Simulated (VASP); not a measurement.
Ta:

```
Ta
1.0
    -1.65128    1.65128    1.65128
     1.65128   -1.65128    1.65128
     1.65128    1.65128   -1.65128
Ta
1
Direct
  0.00000 0.00000 0.00000
```

| Item | Value |
| --- | --- |
| Program | VASP 6.6.1 |
| Task | relaxation of cell and atoms |
| Functional | PBE |
| Dispersion | D3(BJ) |
| Potentials or basis | VASP PAW PBE potentials, release 64 (Ta_pv) |
| Cutoff | 600 eV |
| k mesh | 11 × 11 × 11 |
| Occupations | fermi-dirac, width 0.05 eV |
| Spin | no spin polarisation |

At the start: pressure -3.4 GPa; volume 18.01 Å³/atom.

How do energy, volume and symmetry change on relaxing?

Over 3 steps the energy falls by 3.2 meV/atom and the volume is 17.72 Å³/atom (-1.6 %); space group Im-3m (No. 229, to 0.05 Å).

The path:
| step | energy change (eV) | largest force (eV/Å) | pressure (GPa) | volume (Å³) |
| --- | --- | --- | --- | --- |
| 1 | 0.0000 | 0.0000 | -3.38 | 18.01 |
| 2 | 0.0149 | 0.0000 | 8.93 | 17.04 |
| 3 | -0.0032 | 0.0000 | -0.03 | 17.72 |

Final structure:
```cif
data_structure
_symmetry_space_group_name_H-M 'P 1'
_symmetry_Int_Tables_number 1
_cell_length_a 2.8444
_cell_length_b 2.8444
_cell_length_c 2.8444
_cell_angle_alpha 109.471
_cell_angle_beta 109.471
_cell_angle_gamma 109.471
_cell_volume 17.72
loop_
_atom_site_label
_atom_site_type_symbol
_atom_site_fract_x
_atom_site_fract_y
_atom_site_fract_z
_atom_site_occupancy
Ta1 Ta 0.00000 0.00000 0.00000 1
```

Caveat: pairwise dispersion overbinds metals, which lowers pressure and volume.
